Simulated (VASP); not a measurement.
# MoS in VASP: settings compared, part 2 of 3

VASP 6.6.1. Earlier steps stand in the parts before.

### 4 Single point, PBEsol

INCAR

```
ALGO = Normal
DIPOL = 0.5 0.5 0.500
EDIFF = 1E-7
ENCUT = 520
GGA = PS
IDIPOL = 3
ISIF = 2
ISMEAR = 0
LASPH = T
LCHARG = F
LDIPOL = T
LREAL = F
LWAVE = F
NBANDS = 28
NELM = 80
PREC = Accurate
SIGMA = 1.5
```

KPOINTS

```
k-points
0
Gamma
  12 12 1
```

POSCAR

```
MoS
1.0
    3.1204068979      0.0000000000      0.0000000000
   -1.5602034489      2.7023516437      0.0000000000
    0.0000000000      0.0000000000     21.0860250635
Mo S
2 2
Direct
    0.6666666667      0.3333333333      0.3556858145
    0.3333333333      0.6666666667      0.6443141855
    0.3333333333      0.6666666667      0.4316152661
    0.6666666667      0.3333333333      0.5683847339
```

Potentials or basis: VASP PAW PBE potentials, release 64 (Mo_sv, S).

On the command line:

```bash
$ cat potpaw_PBE.64/Mo_sv/POTCAR potpaw_PBE.64/S/POTCAR > POTCAR
$ mpirun -np 1 vasp_std > vasp.out
```

OUTCAR:

```text
EDIFF = 1E-7
   ENCUT = 520
   GGA = PS
   ISIF = 2
   ISMEAR = 0
   LASPH = T
   LREAL = F
   NELM = 80
   PREC = Accurate

 ion  position               nearest neighbor table
   1  0.667  0.333  0.356-   3 2.41   3 2.41   3 2.41
   2  0.333  0.667  0.644-   4 2.41   4 2.41   4 2.41
   3  0.333  0.667  0.432-   1 2.41   1 2.41   1 2.41
   4  0.667  0.333  0.568-   2 2.41   2 2.41   2 2.41

  LATTYP: Found a hexagonal cell.
 ALAT       =     3.1204068979
 C/A-ratio  =     6.7574600856

  Lattice vectors:

 A1 = (   3.1204068979,   0.0000000000,   0.0000000000)
 A2 = (  -1.5602034489,   2.7023516437,   0.0000000000)
 A3 = (   0.0000000000,   0.0000000000,  21.0860250635)

Analysis of symmetry for initial positions (statically):
=====================================================================
 Subroutine PRICEL returns:
 Original cell was already a primitive cell.

 Routine SETGRP: Setting up the symmetry group for a
 hexagonal supercell.

 Subroutine GETGRP returns: Found 12 space group operations
 (whereof 12 operations were pure point group operations)
 out of a pool of 24 trial point group operations.

The static configuration has the point symmetry D_3d.

Analysis of symmetry for dynamics (positions and initial velocities):
=====================================================================
 Subroutine PRICEL returns:
 Original cell was already a primitive cell.

 Routine SETGRP: Setting up the symmetry group for a
 hexagonal supercell.

 Subroutine GETGRP returns: Found 12 space group operations
 (whereof 12 operations were pure point group operations)
 out of a pool of 24 trial point group operations.

The dynamic configuration has the point symmetry D_3d.

 Subroutine INISYM returns: Found 12 space group operations
 (whereof 12 operations are pure point group operations),
 and found     1 'primitive' translations

----------------------------------------------------------------------------------------

                                     Primitive cell

  volume of cell :     177.8066

  direct lattice vectors                    reciprocal lattice vectors
     3.120406898  0.000000000  0.000000000     0.320471026  0.185024033  0.000000000
    -1.560203449  2.702351644  0.000000000     0.000000000  0.370048066  0.000000000
     0.000000000  0.000000000 21.086025063     0.000000000  0.000000000  0.047424775

  length of vectors
     3.120406898  3.120406898 21.086025063     0.370048066  0.370048066  0.047424775

  position of ions in fractional coordinates (direct lattice)
     0.666666667  0.333333333  0.355685814
     0.333333333  0.666666667  0.644314186
     0.333333333  0.666666667  0.431615266
     0.666666667  0.333333333  0.568384734

  ion indices of the primitive-cell ions
   primitive index   ion index
                 1           1
                 2           2
                 3           3
                 4           4

----------------------------------------------------------------------------------------

 KPOINTS: k-points

[... 26 lines left out ...]
  0.166667  0.000000  0.000000      6.000000
  0.250000  0.000000  0.000000      6.000000
  0.333333  0.000000  0.000000      6.000000
  0.416667  0.000000  0.000000      6.000000
[... 11 lines left out ...]
  0.333333  0.250000  0.000000     12.000000
  0.333333  0.333333  0.000000      2.000000
   k-points           NKPTS =     19   k-points in BZ     NKDIM =     19   number of bands    NBANDS=     28
   number of dos      NEDOS =    301   number of ions     NIONS =      4
   total plane-waves  NPLWV =  92160
   dimension x,y,z NGX =    24 NGY =   24 NGZ =  160
   dimension x,y,z NGXF=    48 NGYF=   48 NGZF=  320
   ions per type =               2   2
   NGX,Y,Z   is equivalent  to a cutoff of  12.79, 12.79, 12.61 a.u.
   NGXF,Y,Z  is equivalent  to a cutoff of  25.57, 25.57, 25.23 a.u.
 SYSTEM =  unknown system
   PREC   = accura    normal or accurate (medium, high low for compatibility)
   ISTART =      0    job   : 0-new  1-cont  2-samecut
   ICHARG =      2    charge: 1-file 2-atom 10-const
   ISPIN  =      1    spin polarized calculation?
   LNONCOLLINEAR =      F non collinear calculations
   LSORBIT =      F    spin-orbit coupling
   LASPH  =      T    aspherical Exc in radial PAW
   ENCUT  =  520.0 eV  38.22 Ry    6.18 a.u.   5.80  5.80 39.21*2*pi/ulx,y,z
   NELM   =     80;   NELMIN=  2; NELMDL= -5     # of ELM steps
   EDIFF  = 0.1E-06   stopping-criterion for ELM
   LREAL  =      F    real-space projection
   EDIFFG = 0.1E-05   stopping-criterion for IOM
   NSW    =      0    number of steps for IOM
   IBRION =     -1    ionic relax: 0-MD 1-quasi-New 2-CG
   NFREE  =      0    steps in history (QN), initial steepest desc. (CG)
   ISIF   =      2    stress and relaxation
   ISYM   =      2    0-nonsym 1-usesym 2-fastsym
   POTIM  = 0.5000    time-step for ionic-motion
   TEBEG  =    0.0;   TEEND  =   0.0 temperature during run
   PSTRESS=    0.0 pullay stress
   NELECT =      40.0000    total number of electrons
   NUPDOWN=      -1.0000    fix difference up-down
   EMIN   =  10.00;   EMAX   =-10.00  energy-range for DOS
   EFERMI =   0.00;   METHOD = LEGACY
   ISMEAR =     0;   SIGMA  =   1.50  broadening in eV -4-tet -1-fermi 0-gaus
   EFERMI_NEDOS =   21; number of points for ismear=-14 and -15
   IALGO  =     38    algorithm
   IMIX   =      4    mixing-type and parameters
     AMIX     =   0.40;   BMIX     =  1.00
     AMIX_MAG =   1.60;   BMIX_MAG =  1.00
  volume/ion in A,a.u.               =      44.45       299.97
  Fermi-wavevector in a.u.,A,eV,Ry     =   0.995663  1.881530 13.488056  0.991344
  Thomas-Fermi vector in A             =   2.127698
   LORBIT       =      0    0 simple, 1 ext, 2 COOP (PROOUT), +10 PAW based schemes
   GGA     = PS    functional components
   LHFCALC =     F    Hartree Fock is set to
   AEXX    =    0.0000 exact exchange contribution
   IVDW    =     0    specifies the selected vdW correction
   LEPSILON=     F    determine dielectric tensor
   LRPA    =     F    only Hartree local field effects (RPA)
 non-spin polarized calculation
 Gauss-broadening in eV      SIGMA  =   1.50
  energy-cutoff  :      520.00
  volume of cell :      177.81
 maximum number of plane-waves:      4816
 NGX is ok and might be reduce to    24
   NGX = 11   NGY = 11   NGZ = 79

 dipolmoment           0.000000      0.000000     -0.000000 electrons x Angstroem

 number of electron      40.0000006 magnetization

 dipolmoment           0.000000      0.000000      0.000000 electrons x Angstroem

 Free energy of the ion-electron system (eV)
  ---------------------------------------------------
  ext. energy  EPLUGINS =         0.00000000
  ---------------------------------------------------
  free energy    TOTEN  =       -33.04553110 eV

  energy without entropy =      -28.87404113  energy(sigma->0) =      -30.95978612

 E-fermi :   0.5591     XC(G=0):  -5.5737

 val. band max:        0.5561460026   @ k =   0.0833   0.0833   0.0000
 cond. band min:       0.6026827232   @ k =   0.0833   0.0833   0.0000
 fundamental gap:      0.0465367206
 Fermi energy:         0.5591201746

 k-point     1 :       0.0000    0.0000    0.0000
  band No.  band energies     occupation
      1     -60.4431      2.00000
      2     -60.4431      2.00000
      3     -34.6437      2.00000
      4     -34.6436      2.00000
      5     -34.3125      2.00000
      6     -34.3125      2.00000
[... 578 lines left out ...]
     27       6.5793      0.00000
     28       6.5794      0.00000

------------------------ aborting loop because EDIFF is reached ----------------------------------------

 vacuum level on the upper side and lower side of the slab       (xc-potential included)        -0.133        -0.133

  FORCE on cell =-STRESS in cart. coord.  units (eV):
  Direction    XX          YY          ZZ          XY          YZ          ZX
  --------------------------------------------------------------------------------------
  -------------------------------------------------------------------------------------
  Total       -5.3699541     -5.3699541     -4.5527010     -0.0000000      0.0000000     -0.0000000
  in kB      -48.3875184    -48.3875184    -41.0234236     -0.0000000      0.0000000     -0.0000000
  external PRESSURE =     -45.9328202 kB  Pullay stress =       0.0000000 kB

 VOLUME and BASIS-vectors are now :
 -----------------------------------------------------------------------------
  energy-cutoff  :      520.00
  volume of cell :      177.81
      direct lattice vectors                 reciprocal lattice vectors
     3.120406898  0.000000000  0.000000000     0.320471026  0.185024033  0.000000000
    -1.560203449  2.702351644  0.000000000     0.000000000  0.370048066  0.000000000
     0.000000000  0.000000000 21.086025063     0.000000000  0.000000000  0.047424775

 POSITION                                       TOTAL-FORCE (eV/Angst)
 -----------------------------------------------------------------------------------
      1.56020      0.90078      7.50000        -0.000000      0.000000      1.468889
     -0.00000      1.80157     13.58603         0.000000     -0.000000     -1.468889
     -0.00000      1.80157      9.10105        -0.000000      0.000000     -1.530600
      1.56020      0.90078     11.98497         0.000000     -0.000000      1.530600
 -----------------------------------------------------------------------------------
    total drift:                                0.000000     -0.000000      0.000000

  FREE ENERGIE OF THE ION-ELECTRON SYSTEM (eV)
  ---------------------------------------------------
  free  energy   TOTEN  =       -33.0455311018 eV

  energy  without entropy=      -28.8740411304  energy(sigma->0) =      -30.95978612

 vacuum level on the upper side and lower side of the slab         5.217         5.217
```

stdout:

```text
POSCAR found type information on POSCAR MoS
 POSCAR found :  2 types and       4 ions
 scaLAPACK will be used
 -----------------------------------------------------------------------------
|                                                                             |
|                                                                             |
|     You enforced a specific xc type in the INCAR file but a different       |
|     I HOPE YOU KNOW WHAT YOU ARE DOING!                                     |
|                                                                             |
 -----------------------------------------------------------------------------

 LDA part: xc-table for (Slater+PW92), standard interpolation
 POSCAR, INCAR and KPOINTS ok, starting setup
 FFT: planning ... GRIDC
 FFT: planning ... GRID_SOFT
 FFT: planning ... GRID
 WAVECAR not read
 entering main loop
```

Run time: 2.3 min. Hardware: 1 thread of Intel Xeon 6975P-C, shared host; peak memory 0.32 GiB.

What came out:

```yaml
Free_energy: -33.0455 eV
Largest_force: 1.531 eV/Å
Band_gap_on_the_k_mesh: zero (band 20 reaches 0.68 eV, above the bottom of band 21 at 0.56 eV)
```

Forces in eV/Å, atoms in the order of the input:
```
Mo   0.000  0.000  1.469
Mo   0.000  0.000 -1.469
S    0.000  0.000 -1.531
S    0.000  0.000  1.531
```

Caveat: the PAW data sets were made with another functional, which shifts forces and pressure a little.

### 5 Single point, PBEsol

INCAR

```
PREC = Accurate ; ENCUT = 520
EDIFF = 1E-6 ; ISMEAR = 0
SIGMA = 0.01 ; LREAL = False
LASPH = True ; NELM = 100
ALGO = Normal ; ISIF = 2
LWAVE = False ; LCHARG = False
LDIPOL = True ; IDIPOL = 3
DIPOL = 0.5 0.5 0.500 ; GGA = PS
NBANDS = 28
```

KPOINTS

```
regular mesh
0
Gamma
  12 12 1
```

POSCAR is that of step 4.

Potentials or basis: VASP PAW PBE potentials, release 64 (Mo_sv, S).

On the command line:

```bash
$ cat potpaw_PBE.64/Mo_sv/POTCAR potpaw_PBE.64/S/POTCAR > POTCAR
$ mpirun -np 1 vasp_std > vasp.out
```

OUTCAR:

```text
PREC = Accurate
   ENCUT = 520
   EDIFF = 1E-6
   ISMEAR = 0
   LREAL = False
   LASPH = True
   NELM = 100
   ISIF = 2
   GGA = PS

 ion  position               nearest neighbor table
   1  0.667  0.333  0.356-   3 2.41   3 2.41   3 2.41
   2  0.333  0.667  0.644-   4 2.41   4 2.41   4 2.41
   3  0.333  0.667  0.432-   1 2.41   1 2.41   1 2.41
   4  0.667  0.333  0.568-   2 2.41   2 2.41   2 2.41

  LATTYP: Found a hexagonal cell.
 ALAT       =     3.1204068979
 C/A-ratio  =     6.7574600856

  Lattice vectors:

 A1 = (   3.1204068979,   0.0000000000,   0.0000000000)
 A2 = (  -1.5602034489,   2.7023516437,   0.0000000000)
 A3 = (   0.0000000000,   0.0000000000,  21.0860250635)

Analysis of symmetry for initial positions (statically):
=====================================================================
 Subroutine PRICEL returns:
 Original cell was already a primitive cell.

 Routine SETGRP: Setting up the symmetry group for a
 hexagonal supercell.

 Subroutine GETGRP returns: Found 12 space group operations
 (whereof 12 operations were pure point group operations)
 out of a pool of 24 trial point group operations.

The static configuration has the point symmetry D_3d.

Analysis of symmetry for dynamics (positions and initial velocities):
=====================================================================
 Subroutine PRICEL returns:
 Original cell was already a primitive cell.

 Routine SETGRP: Setting up the symmetry group for a
 hexagonal supercell.

 Subroutine GETGRP returns: Found 12 space group operations
 (whereof 12 operations were pure point group operations)
 out of a pool of 24 trial point group operations.

The dynamic configuration has the point symmetry D_3d.

 Subroutine INISYM returns: Found 12 space group operations
 (whereof 12 operations are pure point group operations),
 and found     1 'primitive' translations

[... 117 lines left out ...]
   GGA     = PS    functional components
   LHFCALC =     F    Hartree Fock is set to
   AEXX    =    0.0000 exact exchange contribution
   IVDW    =     0    specifies the selected vdW correction
   LEPSILON=     F    determine dielectric tensor
   LRPA    =     F    only Hartree local field effects (RPA)
 non-spin polarized calculation
 Gauss-broadening in eV      SIGMA  =   0.01
  energy-cutoff  :      520.00
  volume of cell :      177.81
 maximum number of plane-waves:      4816
 NGX is ok and might be reduce to    24
   NGX = 11   NGY = 11   NGZ = 79

 dipolmoment           0.000000      0.000000     -0.000000 electrons x Angstroem

 number of electron      40.0000006 magnetization

 dipolmoment           0.000000      0.000000      0.000000 electrons x Angstroem

 Free energy of the ion-electron system (eV)
  ---------------------------------------------------
  ext. energy  EPLUGINS =         0.00000000
  ---------------------------------------------------
  free energy    TOTEN  =       -31.13833574 eV

  energy without entropy =      -31.13819461  energy(sigma->0) =      -31.13826518

 E-fermi :   0.8092     XC(G=0):  -5.5280

 val. band max:        0.7869674096   @ k =   0.0833   0.0833   0.0000
 cond. band min:       0.8134386575   @ k =   0.5000   0.0000   0.0000
 fundamental gap:      0.0264712479
 Fermi energy:         0.8091552976

 k-point     1 :       0.0000    0.0000    0.0000
  band No.  band energies     occupation
      1     -60.3050      2.00000
      2     -60.3050      2.00000
      3     -34.5071      2.00000
      4     -34.5070      2.00000
      5     -34.1470      2.00000
      6     -34.1470      2.00000
[... 578 lines left out ...]
     27       6.8532      0.00000
     28       6.8540      0.00000

------------------------ aborting loop because EDIFF is reached ----------------------------------------

 vacuum level on the upper side and lower side of the slab       (xc-potential included)        -0.183        -0.183

  FORCE on cell =-STRESS in cart. coord.  units (eV):
  Direction    XX          YY          ZZ          XY          YZ          ZX
  --------------------------------------------------------------------------------------
  -------------------------------------------------------------------------------------
  Total       -8.9256164     -8.9256164     -5.1746056     -0.0000000      0.0000000      0.0000000
  in kB      -80.4268374    -80.4268374    -46.6272746     -0.0000000      0.0000000      0.0000000
  external PRESSURE =     -69.1603164 kB  Pullay stress =       0.0000000 kB

 VOLUME and BASIS-vectors are now :
 -----------------------------------------------------------------------------
  energy-cutoff  :      520.00
  volume of cell :      177.81
      direct lattice vectors                 reciprocal lattice vectors
     3.120406898  0.000000000  0.000000000     0.320471026  0.185024033  0.000000000
    -1.560203449  2.702351644  0.000000000     0.000000000  0.370048066  0.000000000
     0.000000000  0.000000000 21.086025063     0.000000000  0.000000000  0.047424775

 POSITION                                       TOTAL-FORCE (eV/Angst)
 -----------------------------------------------------------------------------------
      1.56020      0.90078      7.50000        -0.000000      0.000000      1.689814
     -0.00000      1.80157     13.58603        -0.000000     -0.000000     -1.689814
     -0.00000      1.80157      9.10105         0.000000      0.000000     -1.781232
      1.56020      0.90078     11.98497         0.000000     -0.000000      1.781232
 -----------------------------------------------------------------------------------
    total drift:                                0.000000     -0.000000      0.000000

  FREE ENERGIE OF THE ION-ELECTRON SYSTEM (eV)
  ---------------------------------------------------
  free  energy   TOTEN  =       -31.1383357406 eV

  energy  without entropy=      -31.1381946117  energy(sigma->0) =      -31.13826518

 vacuum level on the upper side and lower side of the slab         4.938         4.938
```

OSZICAR:

```text
N       E                     dE             d eps       ncg     rms          rms(c)
DAV:   1     0.317208478263E+03    0.31721E+03   -0.22225E+04  1312   0.121E+03
DAV:   2    -0.149492962417E+02   -0.33216E+03   -0.32445E+03  1336   0.315E+02
DAV:   3    -0.331475529422E+02   -0.18198E+02   -0.17755E+02  1348   0.642E+01
[... 15 lines left out ...]
DAV:  19    -0.311383032690E+02   -0.21423E-04   -0.16885E-06   984   0.472E-03    0.775E-03
DAV:  20    -0.311383252544E+02   -0.21985E-04   -0.15936E-06   876   0.414E-03    0.332E-03
DAV:  21    -0.311383316326E+02   -0.63782E-05   -0.54203E-07   820   0.356E-03    0.786E-04
DAV:  22    -0.311383349823E+02   -0.33496E-05   -0.31557E-07   752   0.237E-03    0.149E-03
DAV:  23    -0.311383357406E+02   -0.75839E-06   -0.68245E-08   716   0.126E-03
   1 F= -.31138336E+02 E0= -.31138265E+02  d E =-.141129E-03
```

It took 2.3 min on 1 thread of Intel Xeon 6975P-C, shared host; peak memory 0.32 GiB.

What came out:

```yaml
Free_energy: -31.1383 eV
Largest_force: 1.781 eV/Å
Band_gap_on_the_k_mesh: zero (band 20 reaches 0.95 eV, above the bottom of band 21 at 0.79 eV)
```

Forces on the atoms (eV/Å):
```
Mo   0.000  0.000  1.690
Mo   0.000  0.000 -1.690
S    0.000  0.000 -1.781
S    0.000  0.000  1.781
```

Levels at points of the mesh, in eV from the Fermi level:
| k point | band 18 | band 19 | band 20 | band 21 | band 22 | band 23 |
| --- | --- | --- | --- | --- | --- | --- |
| (0.00, 0.00, 0.00) | -0.68 | -0.61 | 0.09 | 0.09 | 0.11 | 0.11 |
| (0.50, 0.00, 0.00) | -1.64 | 0.00 | 0.14 | 1.11 | 1.39 | 2.12 |

Caveat: the PAW data sets were made with another functional, which shifts forces and pressure a little.

(Part 2 of 3 ends here.)
